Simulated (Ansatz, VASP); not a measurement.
## One calculation of ZnO, two programs

```
Zn O
1.0
     3.23007    0.00000    0.00000
    -1.61503    2.79732    0.00000
     0.00000    0.00000    5.21411
Zn O
2 2
Direct
  0.33333 0.66667 0.50003
  0.66667 0.33333 0.00003
  0.66667 0.33333 0.37898
  0.33333 0.66667 0.87898
```

Alike in both runs: task single point; functional PBEsol; k mesh 8 × 8 × 4; non-collinear spin, spin-orbit coupling.

|  | VASP | Ansatz |
| --- | --- | --- |
| version | VASP 6.6.1 | Ansatz 0.2.0 |
| potentials or method | VASP PAW PBE potentials, release 64 (Zn, O) | PAW with Ansatz's default frozen-core files, fully relativistic files with spin-orbit coupling |
| plane-wave cutoff (eV) | 520 | 420 |
| occupations | gaussian, width 0.01 eV | fixed |
| valence electrons in the cell | 36 | 36 |

|  | VASP | Ansatz | Ansatz less VASP |
| --- | --- | --- | --- |
| pressure (GPa) | 1.0 | 0.0 | -1.01 |
| net moment per atom (μB) | 0.00 | 0.00 | 0.000 |

VASP's potentials were made for PBE, not for PBEsol.
